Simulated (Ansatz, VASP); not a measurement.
## Two plane-wave programs on SiB4Mo

```
Si B Mo
1.0
     3.11512   -3.60558    0.00000
     3.11512    3.60558    0.00000
     0.00000    0.00000    3.33320
Si B Mo
1 4 1
Direct
  0.00000 0.00000 0.50000
  0.01451 0.29324 0.00000
  0.98549 0.70676 0.00000
  0.29324 0.01451 0.00000
  0.70676 0.98549 0.00000
  0.50000 0.50000 0.00000
```

Alike in both runs: task single point; functional PBE; k mesh 4 × 4 × 6; occupations gaussian, width 0.1 eV; no spin polarisation.

```csv
,VASP,Ansatz
version,VASP 6.6.1,Ansatz 0.2.0
potentials or method,"VASP PAW PBE potentials, release 64 (Si, B, Mo_sv), cutoff 520 eV","scalar-relativistic, plane waves, PAW"
valence electrons in the cell,30,30
```

Ansatz gave:

```
gap on the k mesh at the Fermi level (eV)                     : none
pressure (GPa)                                                : -25.1
traceless stress, the component that is largest in VASP (GPa) : -16.51
rms of the force components (eV/Å)                            : 0.913
```

Which values does VASP return?

gap on the k mesh at the Fermi level (eV): none; pressure (GPa): -25.2; traceless stress, the component that is largest in VASP (GPa): -16.42; rms of the force components (eV/Å): 0.914.

Atom by atom the forces differ by 0.001 eV/Å (rms over components). A gap of «none» marks a metal or a gap that the smearing closes. The functional is the same, so the differences come from potentials, cutoffs and numerics.
